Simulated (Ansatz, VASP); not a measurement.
**GaAs in VASP and in Ansatz**

The input INCAR:

```
  PREC = Accurate
  ENCUT = 520
  EDIFF = 1E-6
  ISMEAR = -1
  SIGMA = 0.01
  LREAL = F
  LASPH = T
  NELM = 150
  ALGO = Normal
  ISIF = 2
  LWAVE = F
  LCHARG = F
  MAGMOM = 0 0 0 0 0 0
  LORBIT = 11
  LSORBIT = T
  GGA_COMPAT = F
  LORBMOM = T
  GGA = PS
  NBANDS = 30
```

KPOINTS

```
regular mesh
0
Gamma
  8 8 8
```

POSCAR

```
GaAs
1.0
    2.6893400334      2.6893400334      0.0000000000
   -2.6893400334      2.6893400334      0.0000000000
    0.0000000000      2.6893400334      2.6893400334
Ga As
1 1
Direct
    0.0000000000      0.0000000000      0.0000000000
    0.7500000000      0.2500000000      0.5000000000
```

Input for Ansatz:

```yaml
crystal:
  lattice:
    - [2.68934003337, 2.68934003337, 0.0]
    - [-2.68934003337, 2.68934003337, 0.0]
    - [0.0, 2.68934003337, 2.68934003337]
  atoms:
    - { symbol: Ga, position: [0.0, 0.0, 0.0] }
    - { symbol: As, position: [0.75, 0.25, 0.5] }
kpoints:
  mp_grid: { grid: [8, 8, 8] }
scf:
  occupations: { method: fermi_dirac, width: 0.01 }
  convergence: { dr2_threshold: 1.0e-10 }
hamiltonian:
  xc: pbesol
  pseudopotentials: { kind: all_electron, lapw: { basis_error: 0.0005 } }
magnetization:
  noncollinear: true
  spin_orbit: true
output:
  forces: true
  stress: true
  eigenstates:
    kpoints:
      - [0.0, 0.0, 0.0]
      - [0.5, 0.0, 0.0]
      - [0.0, 0.5, 0.5]
      - [0.0, -0.5, 0.0]
      - [0.5, 0.0, 0.5]
      - [-0.5, -0.5, -0.5]
      - [-0.5, 0.5, 0.0]
      - [0.0, 0.0, -0.5]
  eigenvalues: true
```

Alike in both runs: task single point; functional PBEsol; k mesh 8 × 8 × 8; occupations fermi-dirac, width 0.01 eV; non-collinear spin, spin-orbit coupling.

|  | VASP | Ansatz |
| --- | --- | --- |
| version | VASP 6.6.1 | Ansatz 0.2.0 |
| potentials or method | VASP PAW PBE potentials, release 64 (Ga_d, As), cutoff 520 eV | all-electron LAPW |

```tsv
	VASP	Ansatz	Ansatz less VASP
pressure (GPa)	15.3	15.0	-0.33
net moment per atom (μB)	0.00	0.00	0.000
```

VASP's potentials were made for PBE, not for PBEsol. Ansatz ran all-electron here, and VASP with PAW potentials.
